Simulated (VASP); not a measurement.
Write the native input for VASP 6.6.1 that does the following.

```yaml
Task: single point
Functional: LDA
Potentials_or_basis: VASP PAW LDA potentials, release 64 (Al, O)
Cutoff: 520 eV
k_mesh: 12 × 12 × 4
Occupations: gaussian, width 0.01 eV
Spin: no spin polarisation
Dipole_correction: no
Further_INCAR_settings: ALGO = Normal; EDIFF = 1e-06; NBANDS = 20
```

The structure of Al2O3 lies in POSCAR:

```
Al2O3
1.0
    3.0174800000      0.0000000000      0.0000000000
   -1.5087400000      2.6132200000      0.0000000000
    0.0000000000      0.0000000000      7.5746400000
Al O
2 3
Direct
    0.0000000000      0.0000000000      0.2779500000
    0.0000000000      0.0000000000      0.7220500000
    0.3333333333      0.6666666667      0.1994500000
    0.6666666667      0.3333333333      0.8005500000
    0.0000000000      0.0000000000      0.5000000000
```

One way to write it, as run:

INCAR

```
PREC = Accurate ; ENCUT = 520
EDIFF = 1E-6 ; ISMEAR = 0
SIGMA = 0.01 ; LREAL = F
LASPH = T ; NELM = 80
ALGO = Normal ; ISIF = 2
LWAVE = F ; LCHARG = F
GGA = CA ; NBANDS = 20
```

KPOINTS

```
Automatic mesh
0
Gamma
  12 12 4
```

Potentials or basis: VASP PAW LDA potentials, release 64 (Al, O).

Launch:

```console
$ cat potpaw_LDA.64/Al/POTCAR potpaw_LDA.64/O/POTCAR > POTCAR
$ mpirun -np 1 vasp_std > vasp.out
```

It gave:

```
Pressure               : -7.6 GPa
Largest force          : 0.430 eV/Å
Band gap on the k mesh : 2.19 eV, direct
```

Run time: 32 s on 1 thread of Intel(R) Xeon(R) 6975P-C (Granite Rapids), on a shared host, peak memory 0.19 GiB.
